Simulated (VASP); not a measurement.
Crystal: Au.

```
Au
1.0
    -2.57490    2.57490    1.40466
     2.57490   -2.57490    1.40466
     2.57490    2.57490   -1.40466
Au
2
Cartesian
  0.0000 0.0000 0.0000
  0.0000 2.5749 0.7023
```

* Program: VASP 6.6.1
* Task: relaxation of cell and atoms
* Functional: r2SCAN
* Potentials or basis: VASP PAW PBE potentials, release 64 (Au)
* Cutoff: 600 eV
* k mesh: 8 × 8 × 8
* Occupations: gaussian, width 0.1 eV
* Spin: no spin polarisation

At the start: pressure 4.9 GPa; volume 18.63 Å³/atom.

Task: Where does the relaxation end?

Result: Over 5 steps the energy falls by 40.3 meV/atom and the volume is 19.26 Å³/atom (+3.4 %); space group I4_1/amd (No. 141, to 0.1 Å) before and after.

The path:
| step | energy change (eV) | largest force (eV/Å) | pressure (GPa) | volume (Å³) |
| --- | --- | --- | --- | --- |
| 1 | 0.0000 | 0.0000 | 4.89 | 37.25 |
| 2 | -0.0430 | 0.0000 | -5.13 | 40.32 |
| 3 | -0.0736 | 0.0000 | -2.05 | 39.05 |
| 4 | -0.0751 | 0.0000 | 1.61 | 38.08 |
| 5 | -0.0805 | 0.0000 | -0.20 | 38.53 |

Final structure:
```cif
data_structure
_symmetry_space_group_name_H-M 'P 1'
_symmetry_Int_Tables_number 1
_cell_length_a 3.9965
_cell_length_b 3.9965
_cell_length_c 3.9965
_cell_angle_alpha 96.703
_cell_angle_beta 96.703
_cell_angle_gamma 140.044
_cell_volume 38.53
loop_
_atom_site_label
_atom_site_type_symbol
_atom_site_fract_x
_atom_site_fract_y
_atom_site_fract_z
_atom_site_occupancy
Au1 Au 0.00000 0.00000 0.00000 1
Au2 Au 0.75000 0.25000 0.50000 1
```

Caveat: the PAW data sets were made with another functional, which shifts forces and pressure a little.
